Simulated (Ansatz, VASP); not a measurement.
Te6Mo3H: VASP beside Ansatz

File INCAR:

```
SYSTEM = Te6Mo3H
PREC = Accurate
ENCUT = 400
EDIFF = 1E-6
ISMEAR = 0
SIGMA = 0.05
LREAL = .False.
LASPH = .True.
NELM = 120
ALGO = Normal
ISIF = 2
LWAVE = .False.
LCHARG = .True.
GGA = PS
IVDW = 12
LELF = .True.
LVHAR = .True.
NBANDS = 50
GGA_COMPAT = .False.
```

Contents of KPOINTS:

```
regular mesh
0
Gamma
  9 9 2
  0 0 0
```

Contents of POSCAR:

```
Te6Mo3H
1.0
    3.4334348991      0.0000000000      0.0000000000
   -1.7167174496      2.9734418449      0.0000000000
    0.0000000000      0.0000000000     20.7704276327
Te Mo H
6 3 1
Direct
    0.0000000000      0.0000000000      0.9125759158
    0.3333333333      0.6666666667      0.5917813750
    0.3333333333      0.6666666667      0.2333059430
    0.3333333333      0.6666666667      0.7666940570
    0.3333333333      0.6666666667      0.4082186250
    0.0000000000      0.0000000000      0.0874240842
    0.0000000000      0.0000000000      0.6791506171
    0.0000000000      0.0000000000      0.3208493829
    0.3333333333      0.6666666667      0.0000000000
    0.0726901485      0.3488450742      0.3773436355
```

Input for Ansatz:

```yaml
crystal:
  lattice:
    - [3.4334348991, 0.0, 0.0]
    - [-1.7167174496, 2.9734418449, 0.0]
    - [0.0, 0.0, 20.7704276327]
  atoms:
    - { symbol: Te, position: [0.0, 0.0, 0.9125759158] }
    - { symbol: Te, position: [0.3333333333, 0.6666666667, 0.591781375] }
    - { symbol: Te, position: [0.3333333333, 0.6666666667, 0.233305943] }
    - { symbol: Te, position: [0.3333333333, 0.6666666667, 0.766694057] }
    - { symbol: Te, position: [0.3333333333, 0.6666666667, 0.408218625] }
    - { symbol: Te, position: [0.0, 0.0, 0.0874240842] }
    - { symbol: Mo, position: [0.0, 0.0, 0.6791506171] }
    - { symbol: Mo, position: [0.0, 0.0, 0.3208493829] }
    - { symbol: Mo, position: [0.3333333333, 0.6666666667, 0.0] }
    - { symbol: H, position: [0.0726901485, 0.3488450742, 0.3773436355] }
basis:
  ecutwfc: 420
kpoints:
  mp_grid: { grid: [9, 9, 2] }
hamiltonian:
  xc: pbesol
  pseudopotentials: { kind: paw, azcp: { folder: soft_1 } }
  dispersion: d3bj
scf:
  occupations: { method: gaussian, width: 0.05 }
output:
  forces: true
  stress: true
  eigenvalues: true
```

Alike in both runs: task single point; functional PBEsol; dispersion D3(BJ); k mesh 9 × 9 × 2; occupations gaussian, width 0.05 eV; no spin polarisation.

|  | VASP | Ansatz |
| --- | --- | --- |
| version | VASP 6.6.1 | Ansatz 0.2.0 |
| potentials or method | VASP PAW PBE potentials, release 64 (Te, Mo_sv, H), cutoff 400 eV | scalar-relativistic, plane waves, PAW |
| valence electrons in the cell | 79 | 139 |

```tsv
	VASP	Ansatz	Ansatz less VASP
gap on the k mesh at the Fermi level (eV)	none	none	-
pressure (GPa)	10.1	10.3	+0.13
traceless stress, the component that is largest in VASP (GPa)	11.25	11.30	+0.049
rms of the force components (eV/Å)	6.131	6.187	+0.0554
```

VASP's potentials were made for PBE, not for PBEsol, and Ansatz warns of the same on its side. Atom by atom the forces differ by 0.060 eV/Å (rms over components). A gap of «none» marks a metal or a gap that the smearing closes. VASP's potentials hold 79 valence electrons a cell and Ansatz's 139, so a difference there can come from the potentials and not from the codes.

Neither program's run includes spin-orbit coupling.
